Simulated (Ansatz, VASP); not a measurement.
## Hg in VASP and in Ansatz

Contents of INCAR:

```
SYSTEM = Hg
PREC = Accurate ; ENCUT = 520
EDIFF = 1E-7 ; ISMEAR = 0
SIGMA = 0.15 ; LREAL = .False.
LASPH = .True. ; NELM = 80
ALGO = Fast ; ISIF = 2
LWAVE = .False. ; LCHARG = .False.
GGA = PS ; IVDW = 12
NBANDS = 19
```

Contents of KPOINTS:

```
Automatic mesh
0
Gamma
  18 18 10
  0 0 0
```

Contents of POSCAR:

```
Hg
1.0
    3.2723000000      0.0000000000      0.0000000000
   -1.6361500000      2.8338949288      0.0000000000
    0.0000000000      0.0000000000      4.8734000000
Hg
2
Direct
    0.6666666667      0.3333333333      0.7500000000
    0.3333333333      0.6666666667      0.2500000000
```

Input for Ansatz:

```yaml
crystal:
  lattice:
    - [3.2723, 0.0, 0.0]
    - [-1.63615, 2.8338949288, 0.0]
    - [0.0, 0.0, 4.8734]
  atoms:
    - { symbol: Hg, position: [0.6666666667, 0.3333333333, 0.75] }
    - { symbol: Hg, position: [0.3333333333, 0.6666666667, 0.25] }
basis:
  ecutwfc: 420
kpoints:
  mp_grid: { grid: [18, 18, 10] }
hamiltonian:
  xc: pbesol
  dispersion: d3bj
scf:
  occupations: { method: gaussian, width: 0.15 }
output:
  forces: true
  stress: true
  eigenvalues: true
```

Alike in both runs: task single point; functional PBEsol; dispersion D3(BJ); k mesh 18 × 18 × 10; occupations gaussian, width 0.15 eV; no spin polarisation.

```csv
,VASP,Ansatz
version,VASP 6.6.1,Ansatz 0.2.0
potentials or method,"VASP PAW PBE potentials, release 64 (Hg), cutoff 520 eV","scalar-relativistic, plane waves, PAW"
valence electrons in the cell,24,40
```

Ansatz gave:

```
gap on the k mesh at the Fermi level (eV)                     : none
pressure (GPa)                                                : -1.4
traceless stress, the component that is largest in VASP (GPa) : -0.24
```

**Question.** Estimate VASP's values.

**Answer.** gap on the k mesh at the Fermi level (eV): none; pressure (GPa): -0.9; traceless stress, the component that is largest in VASP (GPa): -0.13.

VASP's potentials were made for PBE, not for PBEsol. A gap of «none» marks a metal or a gap that the smearing closes. VASP's potentials hold 24 valence electrons a cell and Ansatz's 40, so a difference there can come from the potentials and not from the codes.

Neither program's run includes spin-orbit coupling.
